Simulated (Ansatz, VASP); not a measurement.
## One calculation of BaHfO3, two programs

```
Ba Hf O
1.0
     4.20662    0.00000    0.00000
     0.00000    4.20662    0.00000
     0.00000    0.00000    4.20662
Ba Hf O
1 1 3
Cartesian
  0.0000 0.0000 0.0000
  2.1033 2.1033 2.1033
  2.1033 2.1033 0.0000
  0.0000 2.1033 2.1033
  2.1033 0.0000 2.1033
```

Alike in both runs: functional PBE; k mesh 6 × 6 × 6; occupations gaussian, width 0.02 eV; no spin polarisation.

Ansatz relaxed the structure, and its values are those at the end. VASP's run is a single point on that final structure, the one shown.

|  | VASP | Ansatz |
| --- | --- | --- |
| version | VASP 6.6.1 | Ansatz 0.2.0 |
| potentials or method | VASP PAW PBE potentials, release 64 (Ba_sv, Hf_pv, O), cutoff 600 eV | scalar-relativistic, plane waves, PAW |
| valence electrons in the cell | 38 | 54 |

Ansatz gave:

- gap on the k mesh at the Fermi level (eV): 3.62
- least direct gap on the mesh (eV): 3.76
- pressure (GPa): 0.0

Which values does VASP return?

gap on the k mesh at the Fermi level (eV): 3.54; least direct gap on the mesh (eV): 3.78; pressure (GPa): -0.8.

The functional is the same, so the differences come from potentials, cutoffs and numerics. VASP's potentials hold 38 valence electrons a cell and Ansatz's 54, so a difference there can come from the potentials and not from the codes.

Neither program's run includes spin-orbit coupling.
